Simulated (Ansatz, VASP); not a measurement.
Si: VASP beside Ansatz

```
CELL_PARAMETERS angstrom
-1.52721 1.52721 1.52721
1.52721 -1.52721 1.52721
1.52721 1.52721 -1.52721
ATOMIC_POSITIONS crystal
Si 0.00000 0.00000 0.00000
```

Alike in both runs: functional PBEsol; k mesh 14 × 14 × 14; occupations fermi-dirac, width 0.1 eV; no spin polarisation.

Ansatz relaxed the structure, and its values are those at the end. VASP's run is a single point on that final structure, the one shown.

|  | VASP | Ansatz |
| --- | --- | --- |
| version | VASP 6.6.1 | Ansatz 0.2.0 |
| potentials or method | VASP PAW PBE potentials, release 64 (Si), cutoff 520 eV | plane waves (420 eV) with PAW, scalar-relativistic |
| valence electrons in the cell | 4 | 4 |

Ansatz gave:

| Quantity | Value |
| --- | --- |
| pressure (GPa) | 0.0 |

Task: Which values does VASP return?

Result: Pressure (GPa): 0.1.

VASP's potentials were made for PBE, not for PBEsol, and Ansatz warns of the same on its side. The functional is the same, so the differences come from potentials, cutoffs and numerics.
